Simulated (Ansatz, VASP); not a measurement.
## One calculation of Ir, two programs

Contents of INCAR:

```
SYSTEM = Ir
AGGAC = 1.0 ; AGGAX = 1.0
ALDAC = 0.0 ; ALDAX = 1.0
ALGO = Normal ; EDIFF = 1E-7
EDIFFG = -0.01 ; ENCUT = 600
GGA = B5 ; IBRION = 2
ISIF = 3 ; ISMEAR = -1
LASPH = .TRUE. ; LCHARG = .FALSE.
LREAL = .FALSE. ; LWAVE = .FALSE.
NELM = 80 ; NSW = 80
PREC = Accurate ; SIGMA = 0.1
```

The input KPOINTS:

```
k-points
0
G
  5 5 5
  0 0 0
```

POSCAR

```
Ir
1.0
    4.8373408790      0.0000000000      0.0000000000
    0.0000000000      4.8373408790      0.0000000000
    0.0000000000      0.0000000000      4.8373408790
Ir
8
Direct
    0.0000000000      0.0000000000      0.0000000000
    0.5000000000      0.5000000000      0.5000000000
    0.2500000000      0.0000000000      0.5000000000
    0.7500000000      0.0000000000      0.5000000000
    0.5000000000      0.2500000000      0.0000000000
    0.5000000000      0.7500000000      0.0000000000
    0.0000000000      0.5000000000      0.2500000000
    0.0000000000      0.5000000000      0.7500000000
```

Input for Ansatz:

```yaml
crystal:
  lattice:
    - [4.837340879, 0.0, 0.0]
    - [0.0, 4.837340879, 0.0]
    - [0.0, 0.0, 4.837340879]
  atoms:
    - { symbol: Ir, position: [0.0, 0.0, 0.0] }
    - { symbol: Ir, position: [0.5, 0.5, 0.5] }
    - { symbol: Ir, position: [0.25, 0.0, 0.5] }
    - { symbol: Ir, position: [0.75, 0.0, 0.5] }
    - { symbol: Ir, position: [0.5, 0.25, 0.0] }
    - { symbol: Ir, position: [0.5, 0.75, 0.0] }
    - { symbol: Ir, position: [0.0, 0.5, 0.25] }
    - { symbol: Ir, position: [0.0, 0.5, 0.75] }
hamiltonian:
  xc: blyp
  pseudopotentials:
    kind: paw
    azcp:
      Ir: "pseudopotentials/Ir.paw.azcp"
basis:
  ecutwfc: 420
  fft_grid_basis: typed
kpoints:
  mp_grid: { grid: [5, 5, 5], shift: [0, 0, 0] }
magnetization:
  spin_polarized: false
scf:
  occupations: { method: fermi_dirac, width: 0.1 }
relax:
  max_steps: 60
  f_tol: 0.01
  cell: {}
```

Alike in both runs: task relaxation of cell and atoms; functional BLYP; k mesh 5 × 5 × 5; occupations fermi-dirac, width 0.1 eV; no spin polarisation.

```csv
,VASP,Ansatz
version,VASP 6.6.1,Ansatz 0.2.0
potentials or method,"VASP PAW PBE potentials, release 64 (Ir), cutoff 600 eV","plane waves (420 eV) with PAW, scalar-relativistic"
valence electrons in the cell,72,136
```

|  | VASP | Ansatz | Ansatz less VASP |
| --- | --- | --- | --- |
| relaxed volume (Å³/atom) | 16.06 | 15.93 | -0.127 |
| relaxed length of the cell vector where the two differ most in proportion (Å) | 5.045 | 5.032 | -0.0133 |

VASP's potentials were made for PBE, not for BLYP. VASP's potentials hold 72 valence electrons a cell and Ansatz's 136, so a difference there can come from the potentials and not from the codes.

Neither program's run includes spin-orbit coupling.
